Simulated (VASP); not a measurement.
CaI: relaxation of cell and atoms with PBEsol

The system is CaI.

```
CELL_PARAMETERS angstrom
4.14682 0.00000 0.00000
-2.07341 3.59125 0.00000
0.00000 0.00000 4.57623
ATOMIC_POSITIONS crystal
I 0.66667 0.33333 0.00000
Ca 0.00000 0.00000 0.50000
```

- Program: VASP 6.6.1
- Task: relaxation of cell and atoms
- Functional: PBEsol
- Potentials or basis: VASP PAW PBE potentials, release 64 (I, Ca_sv)
- Cutoff: 600 eV
- k mesh: 7 × 7 × 6
- Occupations: fermi-dirac, width 0.05 eV
- Spin: no spin polarisation
- Target pressure: 2 GPa
- Dipole correction: no
- Further INCAR settings: ALGO = Normal; EDIFF = 1e-06; IBRION = 2; EDIFFG = -0.01; NSW = 60; ISIF = 3

```json
{"Relaxed volume": "29.72 Å³/atom", "Relaxed cell": "a = 3.964 Å, b = 3.964 Å, c = 4.369 Å, α = 90.00°, β = 90.00°, γ = 120.00°", "Space group after relaxing (to 0.05 Å)": "P-6m2 (No. 187)", "Energy change on relaxing (the enthalpy is what falls)": "-2.9 meV/atom", "Ionic steps": "7", "Pressure after relaxing": "2.0 GPa"}
```

Step by step:
```csv
step,energy change (eV),largest force (eV/Å),pressure (GPa),volume (Å³)
1,0.0000,0.0000,-1.68,68.15
2,-0.0184,0.0000,1.24,60.72
3,-0.0062,0.0000,1.96,59.49
4,-0.0041,0.0000,2.06,59.32
5,-0.0054,0.0000,2.00,59.42
6,-0.0065,0.0000,1.94,59.51
7,-0.0057,0.0000,1.98,59.44
```

Final structure:
```
I Ca
1.0
     3.96371    0.00000    0.00000
    -1.98185    3.43267    0.00000
     0.00000    0.00000    4.36898
I Ca
1 1
Direct
  0.66667 0.33333 0.00000
  0.00000 0.00000 0.50000
```

Levels at points of the mesh, in eV from the Fermi level:
| k point | band 7 | band 8 | band 9 | band 10 | band 11 | band 12 |
| --- | --- | --- | --- | --- | --- | --- |
| (0.00, 0.00, 0.00) | -3.55 | -3.55 | -1.37 | 0.86 | 2.58 | 2.58 |
| (0.00, 0.00, 0.50) | -3.40 | -3.40 | 1.61 | 1.61 | 1.77 | 2.41 |

Run time: 97 s on 1 thread of Intel(R) Xeon(R) Platinum 8488C (Sapphire Rapids) (shared host), peak memory 0.24 GiB.

Caveat: the cell is relaxed towards a set pressure, so the enthalpy falls and the energy may rise; the PAW data sets were made with another functional, which shifts forces and pressure a little; spin-orbit coupling is left out, which moves the levels of the heavy elements; an odd number of electrons without spin polarisation forces a metal; a magnetic or distorted state may lie lower.
